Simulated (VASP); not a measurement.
Runs of VASP 6.6.1 on MoS2. The structure is that of space group Fm-3m (No. 225), or close to it. The cells are those of the table. 

```csv
task,level,cell,k mesh,cutoff (eV),gap on the mesh (eV),pressure (GPa),relaxed volume (Å³/atom)
single point,r2SCAN+rVV10,"a = 4.136 Å, angles 60.0°, 3 atoms",8 × 8 × 8,550,none,0.2,-
relaxation of cell and atoms,PBEsol,"relaxed from a = 4.318 Å, angles 60.0°, 3 atoms",6 × 6 × 6,600,none,0.0,(a)
single point,PBEsol,"a = 4.103 Å, angles 60.0°, 3 atoms",6 × 6 × 6,520,none,0.1,-
relaxation of cell and atoms,r2SCAN+rVV10,"relaxed from a = 4.103 Å, angles 60.0°, 3 atoms",8 × 8 × 8,600,none,0.0,16.70
single point,r2SCAN+rVV10,"a = 4.136 Å, angles 60.0°, 3 atoms",8 × 8 × 8,520,none,0.2,-
```

Alike in all rows: potentials or basis VASP PAW PBE potentials, release 64 (Mo_sv, S); no spin polarisation; smearing fermi-dirac 0.03 eV.

Task: Estimate the missing entries.

Result: (a) 16.30.

Caveats: the PAW data sets were made with another functional, which shifts forces and pressure a little.

A k mesh can miss the band edges, and the runs leave out spin-orbit coupling on Mo.

A gap of «none» marks levels without a gap at the run's occupations.
